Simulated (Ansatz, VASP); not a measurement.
# BN: VASP beside Ansatz

```
B N
1.0
     0.00000    1.79869    1.79869
     1.79869    0.00000    1.79869
     1.79869    1.79869    0.00000
B N
1 1
Direct
  0.00000 0.00000 0.00000
  0.75000 0.75000 0.75000
```

Alike in both runs: task single point; functional BLYP; k mesh 12 × 12 × 12; occupations gaussian, width 0.05 eV; no spin polarisation.

```csv
,VASP,Ansatz
version,VASP 6.6.1,Ansatz 0.2.0
potentials or method,"VASP PAW PBE potentials, release 64 (B, N), cutoff 600 eV","scalar-relativistic, plane waves, PAW"
valence electrons in the cell,8,8
```

Ansatz gave:

```
gap on the k mesh at the Fermi level (eV) : 4.90
least direct gap on the mesh (eV)         : 9.00
pressure (GPa)                            : 15.8
```

Problem. Estimate VASP's values.

Solution. gap on the k mesh at the Fermi level (eV): 4.90; least direct gap on the mesh (eV): 9.01; pressure (GPa): 15.4.

VASP's potentials were made for PBE, not for BLYP.
